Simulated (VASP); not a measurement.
# SiO2 (P6_422) in VASP: notebook

The runs below take SiO2 through single point, with PBE.

Program: VASP 6.6.1. These are calculated values, not measurements. Logs are shortened: lines on timing, memory, paths and dates and some standing lists are left out, and cuts for length are marked.

## Step 1: The cell of the first run

It takes space group P6_422 (No. 181, hexagonal). The conventional cell has a = 4.978 Å, b = 4.978 Å, c = 5.522 Å, α = 90.00°, β = 90.00°, γ = 120.00°. Within 2.1 Å of Si (site symmetry 222) lie 4 O at 1.60 Å. O (site symmetry 2) has 2 Si at 1.60 Å within 2.1 Å.

## Step 2: Single point, PBE (13.17 Å³/atom)

The input, INCAR:

```
SYSTEM = SiO2
PREC     = Accurate       ! precision mode
ENCUT    = 520            ! plane-wave cutoff, eV
EDIFF    = 1E-6           ! SCF threshold, eV
ISMEAR   = 0              ! smearing method
SIGMA    = 0.02           ! smearing width, eV
LREAL    = .False.        ! projectors in reciprocal space
LASPH    = .True.         ! aspherical terms in the spheres
NELM     = 100            ! most SCF steps
ALGO     = Normal         ! electronic algorithm
ISIF     = 2              ! what is computed and relaxed
LWAVE    = .False.        ! write WAVECAR
LCHARG   = .False.        ! write CHGCAR
GGA      = PE             ! functional
NBANDS   = 34             ! bands
```

The input, KPOINTS:

```
Automatic mesh
0
Gamma
  6 6 4
  0 0 0
```

The input, POSCAR:

```
SiO2
1.0
    4.9778387111      0.0000000000      0.0000000000
   -2.4889193556      4.3109347798      0.0000000000
    0.0000000000      0.0000000000      5.5224122258
Si O
3 6
Direct
    0.0000000000      0.5000000000      0.3333333333
    0.5000000000      0.5000000000      0.6666666667
    0.5000000000      0.0000000000      0.0000000000
    0.5948864075      0.7974432038      0.8333333333
    0.7974432038      0.5948864075      0.5000000000
    0.7974432038      0.2025567962      0.1666666667
    0.4051135925      0.2025567962      0.8333333333
    0.2025567962      0.4051135925      0.5000000000
    0.2025567962      0.7974432038      0.1666666667
```

Potentials or basis: VASP PAW PBE potentials, release 64 (Si, O).

Started as:

```bash
$ cat potpaw_PBE.64/Si/POTCAR potpaw_PBE.64/O/POTCAR > POTCAR
$ mpirun -np 1 vasp_std > vasp.out
```

OUTCAR:

```text
SYSTEM = SiO2
   PREC = Accurate
   ENCUT = 520
   EDIFF = 1E-6
   ISMEAR = 0
   LREAL = .False.
   LASPH = .True.
   NELM = 100
   ISIF = 2
   GGA = PE

 ion  position               nearest neighbor table
   1  0.000  0.500  0.333-   6 1.60   9 1.60   8 1.60   5 1.60   3 3.10   3 3.10   2 3.10   2 3.10

   2  0.500  0.500  0.667-   4 1.60   7 1.60   5 1.60   8 1.60   3 3.10   3 3.10   1 3.10   1 3.10

   3  0.500  0.000  0.000-   4 1.60   7 1.60   6 1.60   9 1.60   1 3.10   1 3.10   2 3.10   2 3.10

   4  0.595  0.797  0.833-   3 1.60   2 1.60
   5  0.797  0.595  0.500-   1 1.60   2 1.60
   6  0.797  0.203  0.167-   1 1.60   3 1.60
   7  0.405  0.203  0.833-   3 1.60   2 1.60
   8  0.203  0.405  0.500-   1 1.60   2 1.60
   9  0.203  0.797  0.167-   1 1.60   3 1.60

  LATTYP: Found a hexagonal cell.
 ALAT       =     4.9778387111
 C/A-ratio  =     1.1093995901

  Lattice vectors:

 A1 = (   4.9778387111,   0.0000000000,   0.0000000000)
 A2 = (  -2.4889193556,   4.3109347798,   0.0000000000)
 A3 = (   0.0000000000,   0.0000000000,   5.5224122258)

Analysis of symmetry for initial positions (statically):
=====================================================================
 Subroutine PRICEL returns:
 Original cell was already a primitive cell.

 Routine SETGRP: Setting up the symmetry group for a
 hexagonal supercell.

 Subroutine GETGRP returns: Found 12 space group operations
 (whereof  4 operations were pure point group operations)
 out of a pool of 24 trial point group operations.

The static configuration has the point symmetry D_2 .
 The point group associated with its full space group is D_6 .

Analysis of symmetry for dynamics (positions and initial velocities):
=====================================================================
 Subroutine PRICEL returns:
 Original cell was already a primitive cell.

 Routine SETGRP: Setting up the symmetry group for a
 hexagonal supercell.

 Subroutine GETGRP returns: Found 12 space group operations
 (whereof  4 operations were pure point group operations)
 out of a pool of 24 trial point group operations.

The dynamic configuration has the point symmetry D_2 .
 The point group associated with its full space group is D_6 .

 Subroutine INISYM returns: Found 12 space group operations
 (whereof  4 operations are pure point group operations),
 and found     1 'primitive' translations

----------------------------------------------------------------------------------------

                                     Primitive cell

  volume of cell :     118.5062

  direct lattice vectors                    reciprocal lattice vectors
     4.977838711  0.000000000  0.000000000     0.200890398  0.115984125  0.000000000
    -2.488919356  4.310934780  0.000000000     0.000000000  0.231968251  0.000000000
     0.000000000  0.000000000  5.522412226     0.000000000  0.000000000  0.181080289

  length of vectors
     4.977838711  4.977838711  5.522412226     0.231968251  0.231968251  0.181080289

  position of ions in fractional coordinates (direct lattice)
     0.000000000  0.500000000  0.333333333
     0.500000000  0.500000000  0.666666667
     0.500000000  0.000000000  0.000000000
     0.594886407  0.797443204  0.833333333
     0.797443204  0.594886407  0.500000000
     0.797443204  0.202556796  0.166666667
     0.405113593  0.202556796  0.833333333
     0.202556796  0.405113593  0.500000000
     0.202556796  0.797443204  0.166666667

  ion indices of the primitive-cell ions
   primitive index   ion index
                 1           1
                 2           2
                 3           3
                 4           4
                 5           5
                 6           6
                 7           7
                 8           8
                 9           9

----------------------------------------------------------------------------------------

 KPOINTS: Automatic mesh

Automatic generation of k-mesh.
 Grid dimensions read from file:
 generate k-points for:    6    6    4

 Generating k-lattice:

  Cartesian coordinates                     Fractional coordinates (reciprocal lattice)
     0.033481733  0.019330688  0.000000000     0.166666667  0.000000000  0.000000000
     0.000000000  0.038661375  0.000000000     0.000000000  0.166666667  0.000000000
     0.000000000  0.000000000  0.045270072     0.000000000  0.000000000  0.250000000

  Length of vectors
     0.038661375  0.038661375  0.045270072

  Shift w.r.t. Gamma in fractional coordinates (k-lattice)
     0.000000000  0.000000000  0.000000000

 Subroutine IBZKPT returns following result:
 ===========================================

 Found     21 irreducible k-points:

 Following reciprocal coordinates:
            Coordinates               Weight
  0.000000  0.000000  0.000000      1.000000
  0.166667 -0.000000  0.000000      6.000000
  0.333333 -0.000000  0.000000      6.000000
  0.500000 -0.000000  0.000000      3.000000
  0.166667  0.166667  0.000000      6.000000
  0.333333  0.166667  0.000000     12.000000
[... 13 lines left out ...]
  0.333333  0.166667  0.500000     12.000000
  0.333333  0.333333  0.500000      2.000000
   k-points           NKPTS =     21   k-points in BZ     NKDIM =     21   number of bands    NBANDS=     34
   number of dos      NEDOS =    301   number of ions     NIONS =      9
   total plane-waves  NPLWV =  67200
   dimension x,y,z NGX =    40 NGY =   40 NGZ =   42
   dimension x,y,z NGXF=    80 NGYF=   80 NGZF=   84
   ions per type =               3   6
   NGX,Y,Z   is equivalent  to a cutoff of  13.36, 13.36, 12.64 a.u.
   NGXF,Y,Z  is equivalent  to a cutoff of  26.72, 26.72, 25.29 a.u.
 SYSTEM =  SiO2
   PREC   = accura    normal or accurate (medium, high low for compatibility)
   ISTART =      0    job   : 0-new  1-cont  2-samecut
   ICHARG =      2    charge: 1-file 2-atom 10-const
   ISPIN  =      1    spin polarized calculation?
   LNONCOLLINEAR =      F non collinear calculations
   LSORBIT =      F    spin-orbit coupling
   LASPH  =      T    aspherical Exc in radial PAW
   ENCUT  =  520.0 eV  38.22 Ry    6.18 a.u.   9.26  9.26 10.27*2*pi/ulx,y,z
   NELM   =    100;   NELMIN=  2; NELMDL= -5     # of ELM steps
   EDIFF  = 0.1E-05   stopping-criterion for ELM
   LREAL  =      F    real-space projection
   EDIFFG = 0.1E-04   stopping-criterion for IOM
   NSW    =      0    number of steps for IOM
   IBRION =     -1    ionic relax: 0-MD 1-quasi-New 2-CG
   NFREE  =      0    steps in history (QN), initial steepest desc. (CG)
   ISIF   =      2    stress and relaxation
   ISYM   =      2    0-nonsym 1-usesym 2-fastsym
   POTIM  = 0.5000    time-step for ionic-motion
   TEBEG  =    0.0;   TEEND  =   0.0 temperature during run
   PSTRESS=    0.0 pullay stress
   NELECT =      48.0000    total number of electrons
   NUPDOWN=      -1.0000    fix difference up-down
   EMIN   =  10.00;   EMAX   =-10.00  energy-range for DOS
   EFERMI =   0.00;   METHOD = LEGACY
   ISMEAR =     0;   SIGMA  =   0.02  broadening in eV -4-tet -1-fermi 0-gaus
   EFERMI_NEDOS =   21; number of points for ismear=-14 and -15
   IALGO  =     38    algorithm
   IMIX   =      4    mixing-type and parameters
     AMIX     =   0.40;   BMIX     =  1.00
     AMIX_MAG =   1.60;   BMIX_MAG =  1.00
  volume/ion in A,a.u.               =      13.17        88.86
  Fermi-wavevector in a.u.,A,eV,Ry     =   1.211272  2.288971 19.962182  1.467179
  Thomas-Fermi vector in A             =   2.346792
   LORBIT       =      0    0 simple, 1 ext, 2 COOP (PROOUT), +10 PAW based schemes
   GGA     = PE    functional components
   LHFCALC =     F    Hartree Fock is set to
   AEXX    =    0.0000 exact exchange contribution
   IVDW    =     0    specifies the selected vdW correction
   LEPSILON=     F    determine dielectric tensor
   LRPA    =     F    only Hartree local field effects (RPA)
 non-spin polarized calculation
 Gauss-broadening in eV      SIGMA  =   0.02
  energy-cutoff  :      520.00
  volume of cell :      118.51
 maximum number of plane-waves:      3213
 NGX is ok and might be reduce to    40
   NGX = 19   NGY = 19   NGZ = 21

 number of electron      47.9999995 magnetization

 Free energy of the ion-electron system (eV)
  ---------------------------------------------------
  ext. energy  EPLUGINS =         0.00000000
  ---------------------------------------------------
  free energy    TOTEN  =       -70.90500213 eV

  energy without entropy =      -70.90500213  energy(sigma->0) =      -70.90500213

 E-fermi :   0.9214     XC(G=0):  -8.9009

 val. band max:        0.7953603438   @ k =   0.0000   0.0000   0.5000
 cond. band min:       6.5811817125   @ k =   0.0000   0.0000   0.0000
 fundamental gap:      5.7858213687
 Fermi energy:         0.9213987966

 k-point     1 :       0.0000    0.0000    0.0000
  band No.  band energies     occupation
      1     -18.7295      2.00000
      2     -17.2334      2.00000
      3     -17.2334      2.00000
      4     -16.6031      2.00000
      5     -16.6031      2.00000
      6     -16.5170      2.00000
[... 26 lines left out ...]
     33      13.9483      0.00000
     34      14.0266      0.00000

 k-point     2 :       0.1667   -0.0000    0.0000
  band No.  band energies     occupation
      1     -18.6510      2.00000
      2     -17.3323      2.00000
      3     -17.2343      2.00000
      4     -16.6077      2.00000
      5     -16.6012      2.00000
      6     -16.5317      2.00000
[... 26 lines left out ...]
     33      13.6577      0.00000
     34      13.8360      0.00000

 k-point     3 :       0.3333   -0.0000    0.0000
  band No.  band energies     occupation
      1     -18.4391      2.00000
      2     -17.5946      2.00000
      3     -17.2364      2.00000
      4     -16.6071      2.00000
      5     -16.5973      2.00000
      6     -16.5594      2.00000
[... 26 lines left out ...]
     33      13.2402      0.00000
     34      13.4149      0.00000

 k-point     4 :       0.5000   -0.0000    0.0000
  band No.  band energies     occupation
      1     -18.2522      2.00000
      2     -17.8095      2.00000
      3     -17.2374      2.00000
      4     -16.5958      2.00000
      5     -16.5953      2.00000
      6     -16.5799      2.00000
[... 26 lines left out ...]
     33      12.9370      0.00000
     34      13.0056      0.00000

 k-point     5 :       0.1667    0.1667    0.0000
  band No.  band energies     occupation
      1     -18.5036      2.00000
      2     -17.5073      2.00000
      3     -17.2483      2.00000
      4     -16.6087      2.00000
      5     -16.5970      2.00000
      6     -16.5502      2.00000
[... 510 lines left out ...]
 k-point    19 :       0.1667    0.1667    0.5000
  band No.  band energies     occupation
      1     -18.2499      2.00000
      2     -18.0493      2.00000
      3     -16.9099      2.00000
      4     -16.6604      2.00000
      5     -16.5925      2.00000
      6     -16.5434      2.00000
[... 26 lines left out ...]
     33      12.5949      0.00000
     34      13.3304      0.00000

 k-point    20 :       0.3333    0.1667    0.5000
  band No.  band energies     occupation
      1     -18.2275      2.00000
      2     -17.7955      2.00000
      3     -17.2389      2.00000
      4     -16.6639      2.00000
      5     -16.6158      2.00000
      6     -16.5494      2.00000
[... 26 lines left out ...]
     33      12.2659      0.00000
     34      12.5705      0.00000

 k-point    21 :       0.3333    0.3333    0.5000
  band No.  band energies     occupation
      1     -18.2189      2.00000
      2     -17.5283      2.00000
      3     -17.5283      2.00000
      4     -16.6442      2.00000
      5     -16.6442      2.00000
      6     -16.5546      2.00000
[... 26 lines left out ...]
     33      12.5291      0.00000
     34      12.5463      0.00000

------------------------ aborting loop because EDIFF is reached ----------------------------------------

  FORCE on cell =-STRESS in cart. coord.  units (eV):
  Direction    XX          YY          ZZ          XY          YZ          ZX
  --------------------------------------------------------------------------------------
  -------------------------------------------------------------------------------------
  Total        6.6307555      6.6307555      6.6907013     -0.0000000      0.0000000      0.0000000
  in kB       89.6463269     89.6463269     90.4567807     -0.0000000      0.0000000      0.0000000
  external PRESSURE =      89.9164782 kB  Pullay stress =       0.0000000 kB

 VOLUME and BASIS-vectors are now :
 -----------------------------------------------------------------------------
  energy-cutoff  :      520.00
  volume of cell :      118.51
      direct lattice vectors                 reciprocal lattice vectors
     4.977838711  0.000000000  0.000000000     0.200890398  0.115984125  0.000000000
    -2.488919356  4.310934780  0.000000000     0.000000000  0.231968251  0.000000000
     0.000000000  0.000000000  5.522412226     0.000000000  0.000000000  0.181080289

 POSITION                                       TOTAL-FORCE (eV/Angst)
 -----------------------------------------------------------------------------------
     -1.24446      2.15547      1.84080        -0.000000     -0.000000     -0.000000
      1.24446      2.15547      3.68161        -0.000000     -0.000000     -0.000000
      2.48892      0.00000      0.00000        -0.000000     -0.000000      0.000000
      0.97648      3.43773      4.60201        -0.011874     -0.006855      0.000000
      2.48892      2.56452      2.76121         0.000000     -0.013711      0.000000
      3.46540      0.87321      0.92040        -0.011874      0.006855      0.000000
      1.51244      0.87321      4.60201         0.011874      0.006855      0.000000
     -0.00000      1.74642      2.76121        -0.000000      0.013711     -0.000000
     -0.97648      3.43773      0.92040         0.011874     -0.006855     -0.000000
 -----------------------------------------------------------------------------------
    total drift:                                0.000000     -0.000000     -0.000001

  FREE ENERGIE OF THE ION-ELECTRON SYSTEM (eV)
  ---------------------------------------------------
  free  energy   TOTEN  =       -70.9050021308 eV

  energy  without entropy=      -70.9050021308  energy(sigma->0) =      -70.90500213
```

Run time: 75 s. Hardware: 1 thread of Intel Xeon Platinum 8259CL at 2.50GHz (Skylake/Cascade Lake), shared host; peak memory 0.26 GiB.

What came out:

* Free energy: -70.9050 eV
* Pressure: 9.0 GPa
* Largest force: 0.014 eV/Å
* Band gap on the k mesh: 5.79 eV (least direct gap 5.91 eV)

Forces on the atoms (eV/Å):
```
Si   0.000  0.000  0.000
Si   0.000  0.000  0.000
Si   0.000  0.000  0.000
O   -0.012 -0.007  0.000
O    0.000 -0.014  0.000
O   -0.012  0.007  0.000
O    0.012  0.007  0.000
O    0.000  0.014  0.000
O    0.012 -0.007  0.000
```

Stress tensor (GPa, compression positive):
```
8.96 0.00 0.00
0.00 8.96 0.00
0.00 0.00 9.05
```

Caveat: the cell stands under pressure. A k mesh can miss the band edges.

[end of part 1 of 3]
